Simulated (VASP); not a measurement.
# BP in VASP: notebook

The runs below take BP through single point, with PBE.

All numbers are computed with VASP 6.6.1; they aren't measurements. Logs are shortened: lines on timing, memory, paths and dates and some standing lists are left out, and cuts for length are marked.

## 1. The cell of the first run

Symmetry: F-43m, No. 216, cubic system. The conventional cell has a = 4.537 Å, b = 4.537 Å, c = 4.537 Å, α = 90.00°, β = 90.00°, γ = 90.00°. Within 2.6 Å of B (site symmetry -43m) lie 4 P at 1.96 Å. P (site symmetry -43m) has 4 B at 1.96 Å within 2.6 Å.

## 2. Single point, PBE

INCAR

```
SYSTEM = BP
ALGO     = Normal         ! electronic algorithm
EDIFF    = 1E-6           ! SCF threshold, eV
ENCUT    = 520            ! plane-wave cutoff, eV
GGA      = PE             ! functional
ISIF     = 2              ! what is computed and relaxed
ISMEAR   = 0              ! smearing method
LASPH    = .TRUE.         ! aspherical terms in the spheres
LCHARG   = .FALSE.        ! write CHGCAR
LREAL    = .FALSE.        ! projectors in reciprocal space
LWAVE    = .FALSE.        ! write WAVECAR
NBANDS   = 11             ! bands
NELM     = 80             ! most SCF steps
PREC     = Accurate       ! precision mode
SIGMA    = 0.01           ! smearing width, eV
```

KPOINTS

```
k-points
0
G
  6 6 6
  0 0 0
```

POSCAR

```
BP
1.0
    0.0000000000      2.2683156689      2.2683156689
    2.2683156689      0.0000000000      2.2683156689
    2.2683156689      2.2683156689      0.0000000000
B P
1 1
Direct
    0.0000000000      0.0000000000      0.0000000000
    0.2500000000      0.2500000000      0.2500000000
```

Potentials or basis: VASP PAW PBE potentials, release 64 (B, P).

Command:

```
$ cat potpaw_PBE.64/B/POTCAR potpaw_PBE.64/P/POTCAR > POTCAR
$ mpirun -np 1 vasp_std > vasp.out
```

OUTCAR:

```text
SYSTEM = BP
   EDIFF = 1E-6
   ENCUT = 520
   GGA = PE
   ISIF = 2
   ISMEAR = 0
   LASPH = .TRUE.
   LREAL = .FALSE.
   NELM = 80
   PREC = Accurate

 ion  position               nearest neighbor table
   1  0.000  0.000  0.000-   2 1.96   2 1.96   2 1.96   2 1.96
   2  0.250  0.250  0.250-   1 1.96   1 1.96   1 1.96   1 1.96

  LATTYP: Found a face centered cubic cell.
 ALAT       =     4.5366313378

  Lattice vectors:

 A1 = (   0.0000000000,   2.2683156689,   2.2683156689)
 A2 = (   2.2683156689,   0.0000000000,   2.2683156689)
 A3 = (   2.2683156689,   2.2683156689,   0.0000000000)

Analysis of symmetry for initial positions (statically):
[... 5 lines left out ...]
 face centered cubic supercell.

 Subroutine GETGRP returns: Found 24 space group operations
 (whereof 24 operations were pure point group operations)
 out of a pool of 48 trial point group operations.

The static configuration has the point symmetry T_d .

Analysis of symmetry for dynamics (positions and initial velocities):
[... 5 lines left out ...]
 face centered cubic supercell.

 Subroutine GETGRP returns: Found 24 space group operations
 (whereof 24 operations were pure point group operations)
 out of a pool of 48 trial point group operations.

The dynamic configuration has the point symmetry T_d .

 Subroutine INISYM returns: Found 24 space group operations
 (whereof 24 operations are pure point group operations),
 and found     1 'primitive' translations

----------------------------------------------------------------------------------------

                                     Primitive cell

  volume of cell :      23.3421

  direct lattice vectors                    reciprocal lattice vectors
     0.000000000  2.268315669  2.268315669    -0.220427874  0.220427874  0.220427874
     2.268315669  0.000000000  2.268315669     0.220427874 -0.220427874  0.220427874
     2.268315669  2.268315669  0.000000000     0.220427874  0.220427874 -0.220427874

  length of vectors
     3.207882783  3.207882783  3.207882783     0.381792277  0.381792277  0.381792277

  position of ions in fractional coordinates (direct lattice)
     0.000000000  0.000000000  0.000000000
     0.250000000  0.250000000  0.250000000

  ion indices of the primitive-cell ions
   primitive index   ion index
                 1           1
                 2           2

----------------------------------------------------------------------------------------

 KPOINTS: k-points

Automatic generation of k-mesh.
 Grid dimensions read from file:
 generate k-points for:    6    6    6

 Generating k-lattice:
[... 59 lines left out ...]
   ISIF   =      2    stress and relaxation
   ISYM   =      2    0-nonsym 1-usesym 2-fastsym
   POTIM  = 0.5000    time-step for ionic-motion
   TEBEG  =    0.0;   TEEND  =   0.0 temperature during run
   PSTRESS=    0.0 pullay stress
   NELECT =       8.0000    total number of electrons
   NUPDOWN=      -1.0000    fix difference up-down
   EMIN   =  10.00;   EMAX   =-10.00  energy-range for DOS
   EFERMI =   0.00;   METHOD = LEGACY
   ISMEAR =     0;   SIGMA  =   0.01  broadening in eV -4-tet -1-fermi 0-gaus
   EFERMI_NEDOS =   21; number of points for ismear=-14 and -15
   IALGO  =     38    algorithm
   IMIX   =      4    mixing-type and parameters
     AMIX     =   0.40;   BMIX     =  1.00
     AMIX_MAG =   1.60;   BMIX_MAG =  1.00
  volume/ion in A,a.u.               =      11.67        78.76
  Fermi-wavevector in a.u.,A,eV,Ry     =   1.145666  2.164995 17.858333  1.312550
  Thomas-Fermi vector in A             =   2.282353
   LORBIT       =      0    0 simple, 1 ext, 2 COOP (PROOUT), +10 PAW based schemes
   GGA     = PE    functional components
   LHFCALC =     F    Hartree Fock is set to
   AEXX    =    0.0000 exact exchange contribution
   IVDW    =     0    specifies the selected vdW correction
   LEPSILON=     F    determine dielectric tensor
   LRPA    =     F    only Hartree local field effects (RPA)
 non-spin polarized calculation
 Gauss-broadening in eV      SIGMA  =   0.01
  energy-cutoff  :      520.00
  volume of cell :       23.34
 maximum number of plane-waves:       636
   NGX = 11   NGY = 11   NGZ = 11

 number of electron       8.0000000 magnetization

 Free energy of the ion-electron system (eV)
  ---------------------------------------------------
  ext. energy  EPLUGINS =         0.00000000
  ---------------------------------------------------
  free energy    TOTEN  =       -12.91318164 eV

  energy without entropy =      -12.91318164  energy(sigma->0) =      -12.91318164

 E-fermi :   7.5761     XC(G=0): -10.9082

 val. band max:        7.4497409077   @ k =   0.0000   0.0000   0.0000
 cond. band min:       8.7769161527   @ k =   0.5000   0.5000   0.0000
 fundamental gap:      1.3271752451
 Fermi energy:         7.5761128808

 k-point     1 :       0.0000    0.0000    0.0000
  band No.  band energies     occupation
      1      -8.0209      2.00000
      2       7.4497      2.00000
      3       7.4497      2.00000
      4       7.4497      2.00000
      5      10.8490      0.00000
      6      10.8490      0.00000
      7      10.8490      0.00000
      8      14.8380      0.00000
      9      18.9669      0.00000
     10      19.5771      0.00000
     11      19.5771      0.00000
[... 197 lines left out ...]
 k-point    16 :      -0.3333    0.5000    0.1667
  band No.  band energies     occupation
      1      -2.9614      2.00000
      2      -0.7793      2.00000
      3       2.1427      2.00000
      4       2.2663      2.00000
      5      11.2802      0.00000
      6      11.8993      0.00000
      7      16.5807      0.00000
      8      17.2357      0.00000
      9      20.3986      0.00000
     10      23.6540      0.00000
     11      23.9374      0.00000

------------------------ aborting loop because EDIFF is reached ----------------------------------------

  FORCE on cell =-STRESS in cart. coord.  units (eV):
  Direction    XX          YY          ZZ          XY          YZ          ZX
  --------------------------------------------------------------------------------------
  -------------------------------------------------------------------------------------
  Total        0.1716775      0.1716775      0.1716775      0.0000000     -0.0000000      0.0000000
  in kB       11.7837510     11.7837510     11.7837510      0.0000000     -0.0000000      0.0000000
  external PRESSURE =      11.7837510 kB  Pullay stress =       0.0000000 kB

 VOLUME and BASIS-vectors are now :
 -----------------------------------------------------------------------------
  energy-cutoff  :      520.00
  volume of cell :       23.34
      direct lattice vectors                 reciprocal lattice vectors
     0.000000000  2.268315669  2.268315669    -0.220427874  0.220427874  0.220427874
     2.268315669  0.000000000  2.268315669     0.220427874 -0.220427874  0.220427874
     2.268315669  2.268315669  0.000000000     0.220427874  0.220427874 -0.220427874

 POSITION                                       TOTAL-FORCE (eV/Angst)
 -----------------------------------------------------------------------------------
      0.00000      0.00000      0.00000         0.000000      0.000000      0.000000
      1.13416      1.13416      1.13416        -0.000000     -0.000000     -0.000000
 -----------------------------------------------------------------------------------
    total drift:                                0.000000      0.000000      0.000000

  FREE ENERGIE OF THE ION-ELECTRON SYSTEM (eV)
  ---------------------------------------------------
  free  energy   TOTEN  =       -12.9131816366 eV

  energy  without entropy=      -12.9131816366  energy(sigma->0) =      -12.91318164
```

stdout:

```text
POSCAR found type information on POSCAR B P
 POSCAR found :  2 types and       2 ions
 scaLAPACK will be used
 LDA part: xc-table for (Slater+PW92), standard interpolation
 POSCAR, INCAR and KPOINTS ok, starting setup
 FFT: planning ... GRIDC
 FFT: planning ... GRID_SOFT
 FFT: planning ... GRID
 WAVECAR not read
 entering main loop
```

It took 3.3 s on 1 thread of AMD EPYC 7R13 (Zen 3), shared host; peak memory 0.1 GiB.

What came out:

```yaml
Free_energy: -12.9132 eV
Pressure: 1.2 GPa
Band_gap_on_the_k_mesh: 1.33 eV, indirect (least direct gap 3.40 eV)
```

Levels at points of the mesh, in eV from the valence-band top:
```csv
k point,band 1,band 2,band 3,band 4,band 5,band 6,band 7,band 8
"(0.00, 0.00, 0.00)",-15.47,0.00,0.00,0.00,3.40,3.40,3.40,7.39
"(0.50, 0.00, 0.00)",-12.14,-9.04,-1.76,-1.76,3.79,4.71,4.71,10.13
"(0.50, 0.50, 0.00)",-10.61,-8.59,-4.12,-4.12,1.33,1.66,12.13,12.13
```

A k mesh can miss the band edges.

## 3. Single point, PBE (uniaxial z strain -3.0%)

INCAR

```
PREC = Accurate
ENCUT = 520
EDIFF = 1E-6
ISMEAR = 0
SIGMA = 0.01
LREAL = F
LASPH = T
NELM = 60
ALGO = Normal
ISIF = 2
LWAVE = F
LCHARG = F
GGA = PE
NBANDS = 11
```

KPOINTS

```
Automatic mesh
0
Gamma
  6 6 6
```

POSCAR

```
BP
1.0
    0.0000000000      2.2683156689      2.2002661989
    2.2683156689      0.0000000000      2.2002661989
    2.2683156689      2.2683156689      0.0000000000
B P
1 1
Direct
    0.0000000000      0.0000000000      0.0000000000
    0.2500000000      0.2500000000      0.2500000000
```

Potentials or basis: VASP PAW PBE potentials, release 64 (B, P).

Command:

```
$ cat potpaw_PBE.64/B/POTCAR potpaw_PBE.64/P/POTCAR > POTCAR
$ mpirun -np 1 vasp_std > vasp.out
```

OUTCAR:

```text
PREC = Accurate
   ENCUT = 520
   EDIFF = 1E-6
   ISMEAR = 0
   LREAL = F
   LASPH = T
   NELM = 60
   ISIF = 2
   GGA = PE

 ion  position               nearest neighbor table
   1  0.000  0.000  0.000-   2 1.94   2 1.94   2 1.94   2 1.94
   2  0.250  0.250  0.250-   1 1.94   1 1.94   1 1.94   1 1.94

  LATTYP: Found a body centered tetragonal cell.
 ALAT       =     3.2078827827
 C/A-ratio  =     1.3717871555

  Lattice vectors:

 A1 = (   0.0000000000,  -2.2683156689,  -2.2002661989)
 A2 = (   0.0000000000,   2.2683156689,  -2.2002661989)
 A3 = (   2.2683156689,   0.0000000000,   2.2002661989)

Analysis of symmetry for initial positions (statically):
=====================================================================
 Subroutine PRICEL returns:
 Original cell was already a primitive cell.

 Routine SETGRP: Setting up the symmetry group for a
 body centered tetragonal supercell.

 Subroutine GETGRP returns: Found  8 space group operations
 (whereof  8 operations were pure point group operations)
 out of a pool of 16 trial point group operations.

The static configuration has the point symmetry D_2d.

Analysis of symmetry for dynamics (positions and initial velocities):
=====================================================================
 Subroutine PRICEL returns:
 Original cell was already a primitive cell.

 Routine SETGRP: Setting up the symmetry group for a
 body centered tetragonal supercell.

 Subroutine GETGRP returns: Found  8 space group operations
 (whereof  8 operations were pure point group operations)
 out of a pool of 16 trial point group operations.

The dynamic configuration has the point symmetry D_2d.

 Subroutine INISYM returns: Found  8 space group operations
 (whereof  8 operations are pure point group operations),
 and found     1 'primitive' translations

----------------------------------------------------------------------------------------

                                     Primitive cell

[... 112 lines left out ...]
  Fermi-wavevector in a.u.,A,eV,Ry     =   1.157357  2.187088 18.224674  1.339476
  Thomas-Fermi vector in A             =   2.293969
   LORBIT       =      0    0 simple, 1 ext, 2 COOP (PROOUT), +10 PAW based schemes
   GGA     = PE    functional components
   LHFCALC =     F    Hartree Fock is set to
   AEXX    =    0.0000 exact exchange contribution
   IVDW    =     0    specifies the selected vdW correction
   LEPSILON=     F    determine dielectric tensor
   LRPA    =     F    only Hartree local field effects (RPA)
 non-spin polarized calculation
 Gauss-broadening in eV      SIGMA  =   0.01
  energy-cutoff  :      520.00
  volume of cell :       22.64
 maximum number of plane-waves:       626
   NGX = 11   NGY = 11   NGZ = 11

 number of electron       8.0000001 magnetization

 Free energy of the ion-electron system (eV)
  ---------------------------------------------------
  ext. energy  EPLUGINS =         0.00000000
  ---------------------------------------------------
  free energy    TOTEN  =       -12.88471570 eV

  energy without entropy =      -12.88471570  energy(sigma->0) =      -12.88471570

 E-fermi :   8.0640     XC(G=0): -11.0410

 val. band max:        8.0112966136   @ k =   0.0000   0.0000   0.0000
 cond. band min:       8.8543290972   @ k =   0.5000   0.5000   0.0000
 fundamental gap:      0.8430324837
 Fermi energy:         8.0639698455

 k-point     1 :       0.0000    0.0000    0.0000
  band No.  band energies     occupation
      1      -7.9300      2.00000
      2       7.7189      2.00000
      3       7.7189      2.00000
      4       8.0113      2.00000
      5      11.1514      0.00000
      6      11.3249      0.00000
      7      11.3249      0.00000
      8      15.6590      0.00000
      9      19.5438      0.00000
     10      19.6235      0.00000
     11      20.4097      0.00000
[... 309 lines left out ...]
 k-point    24 :       0.5000    0.0000    0.3333
  band No.  band energies     occupation
      1      -3.7590      2.00000
      2       0.0822      2.00000
      3       2.5071      2.00000
      4       4.1351      2.00000
      5       9.8281      0.00000
      6      12.1607      0.00000
      7      17.7275      0.00000
      8      18.5678      0.00000
      9      21.6798      0.00000
     10      23.2724      0.00000
     11      25.7599      0.00000

 [... further k-points ...]
[... 5 lines left out ...]
  --------------------------------------------------------------------------------------
  -------------------------------------------------------------------------------------
  Total        0.5467852      0.5467852      1.6679170      0.0000000      0.0000000     -0.0000000
  in kB       38.6914632     38.6914632    118.0246720      0.0000000      0.0000000     -0.0000000
  external PRESSURE =      65.1358661 kB  Pullay stress =       0.0000000 kB

 VOLUME and BASIS-vectors are now :
 -----------------------------------------------------------------------------
  energy-cutoff  :      520.00
  volume of cell :       22.64
      direct lattice vectors                 reciprocal lattice vectors
     0.000000000  2.268315669  2.200266199    -0.220427874  0.220427874  0.227245231
     2.268315669  0.000000000  2.200266199     0.220427874 -0.220427874  0.227245231
     2.268315669  2.268315669  0.000000000     0.220427874  0.220427874 -0.227245231

 POSITION                                       TOTAL-FORCE (eV/Angst)
 -----------------------------------------------------------------------------------
      0.00000      0.00000      0.00000        -0.000000     -0.000000     -0.000000
      1.13416      1.13416      1.10013         0.000000      0.000000      0.000000
 -----------------------------------------------------------------------------------
    total drift:                                0.000000      0.000000     -0.000000

  FREE ENERGIE OF THE ION-ELECTRON SYSTEM (eV)
  ---------------------------------------------------
  free  energy   TOTEN  =       -12.8847156951 eV

  energy  without entropy=      -12.8847156951  energy(sigma->0) =      -12.88471570
```

OSZICAR:

```text
N       E                     dE             d eps       ncg     rms          rms(c)
DAV:   1     0.107686272301E+02    0.10769E+02   -0.40998E+03   660   0.661E+02
DAV:   2    -0.130690285315E+02   -0.23838E+02   -0.23144E+02   847   0.115E+02
DAV:   3    -0.136631642842E+02   -0.59414E+00   -0.59340E+00   873   0.161E+01
DAV:   4    -0.136651870921E+02   -0.20228E-02   -0.20226E-02   752   0.110E+00
DAV:   5    -0.136651972987E+02   -0.10207E-04   -0.10207E-04   837   0.780E-02    0.754E+00
DAV:   6    -0.129941607615E+02    0.67104E+00   -0.14844E+00   750   0.537E+00    0.405E+00
DAV:   7    -0.128924416376E+02    0.10172E+00   -0.26346E-01   825   0.256E+00    0.138E+00
DAV:   8    -0.128841794013E+02    0.82622E-02   -0.28180E-02   758   0.972E-01    0.204E-01
DAV:   9    -0.128845051460E+02   -0.32574E-03   -0.70963E-04   780   0.183E-01    0.136E-01
DAV:  10    -0.128847038539E+02   -0.19871E-03   -0.24213E-04   751   0.988E-02    0.287E-02
DAV:  11    -0.128847147317E+02   -0.10878E-04   -0.12708E-05   816   0.230E-02    0.364E-02
DAV:  12    -0.128847156951E+02   -0.96339E-06   -0.47759E-06   741   0.108E-02
   1 F= -.12884716E+02 E0= -.12884716E+02  d E =-.233133E-16
```

Run time: 4.9 s. Hardware: 1 thread of AMD EPYC 7R13 (Zen 3), shared host; peak memory 0.1 GiB.

What came out:

```yaml
Free_energy: -12.8847 eV
Pressure: 6.5 GPa
Band_gap_on_the_k_mesh: 0.84 eV, indirect (least direct gap 3.14 eV)
```

Levels at points of the mesh, in eV from the valence-band top:
```
           k point  band 1  band 2  band 3  band 4  band 5  band 6  band 7  band 8
(0.00, 0.00, 0.00)  -15.94   -0.29   -0.29    0.00    3.14    3.31    3.31    7.65
(0.50, 0.00, 0.00)  -12.49   -9.46   -2.19   -1.80    3.65    4.38    4.82   10.05
(0.50, 0.50, 0.00)  -10.71   -8.75   -4.64   -4.64    0.84    1.14   12.20   12.20
(0.50, 0.00, 0.50)  -11.02   -9.04   -4.34   -4.28    1.19    1.58   11.87   12.53
```

Caveat: the cell differs from its parent crystal (uniaxial z strain -3.0%).

## 4. Single point, PBE (uniaxial z strain -2.0%)

INCAR

```
SYSTEM = BP
PREC     = Accurate       ! precision mode
ENCUT    = 520            ! plane-wave cutoff, eV
EDIFF    = 1E-6           ! SCF threshold, eV
ISMEAR   = 0              ! smearing method
SIGMA    = 0.01           ! smearing width, eV
LREAL    = .FALSE.        ! projectors in reciprocal space
LASPH    = .TRUE.         ! aspherical terms in the spheres
NELM     = 80             ! most SCF steps
ALGO     = Normal         ! electronic algorithm
ISIF     = 2              ! what is computed and relaxed
LWAVE    = .FALSE.        ! write WAVECAR
LCHARG   = .FALSE.        ! write CHGCAR
GGA      = PE             ! functional
NBANDS   = 11             ! bands
```

KPOINTS

```
Automatic mesh
0
G
  6 6 6
  0 0 0
```

POSCAR

```
BP
1.0
    0.0000000000      2.2683156689      2.2229493555
    2.2683156689      0.0000000000      2.2229493555
    2.2683156689      2.2683156689      0.0000000000
B P
1 1
Direct
    0.0000000000      0.0000000000      0.0000000000
    0.2500000000      0.2500000000      0.2500000000
```

Command:

```
$ cat potpaw_PBE.64/B/POTCAR potpaw_PBE.64/P/POTCAR > POTCAR
$ mpirun -np 1 vasp_std > vasp.out
```

Run time: 4.9 s. Hardware: 1 thread of AMD EPYC 7R13 (Zen 3), shared host; peak memory 0.1 GiB.

It converged, with:

```
Free energy            : -12.8994 eV
Pressure               : 4.7 GPa
Band gap on the k mesh : 1.01 eV, indirect (least direct gap 3.23 eV)
```

Stress tensor (GPa, compression positive):
```
2.88 0.00 0.00
0.00 2.88 0.00
0.00 0.00 8.19
```

Levels at points of the mesh, in eV from the valence-band top:
```csv
k point,band 1,band 2,band 3,band 4,band 5,band 6,band 7,band 8,band 9
"(0.00, 0.00, 0.00)",-15.78,-0.20,-0.20,0.00,3.23,3.34,3.34,7.56,11.53
"(0.50, 0.00, 0.00)",-12.38,-9.32,-2.04,-1.78,3.72,4.49,4.76,10.07,14.41
"(0.50, 0.50, 0.00)",-10.68,-8.70,-4.46,-4.46,1.01,1.31,12.18,12.18,15.50
"(0.50, 0.00, 0.50)",-10.88,-8.89,-4.27,-4.23,1.23,1.60,11.96,12.40,15.22
```

Caveat: the cell differs from its parent crystal (uniaxial z strain -2.0%). A k mesh can miss the band edges.

## 5. Summary

| cell | gap on the mesh (eV) | pressure (GPa) |
| --- | --- | --- |
| a = 3.208 Å, angles 60.0°, 2 atoms | 1.33 | 1.2 |
| a = 3.160, b = 3.160, c = 3.208 Å, angles 59.5, 59.5, 61.0°, 2 atoms | 0.84 | 6.5 |
| a = 3.176, b = 3.176, c = 3.208 Å, angles 59.7, 59.7, 60.7°, 2 atoms | 1.01 | 4.7 |

Alike in all rows: task single point; level PBE; potentials or basis VASP PAW PBE potentials, release 64 (B, P); no spin polarisation; k mesh 6 × 6 × 6; cutoff (eV) 520; smearing gaussian 0.01 eV.

Absolute energies hang on the potentials; compare differences alone.
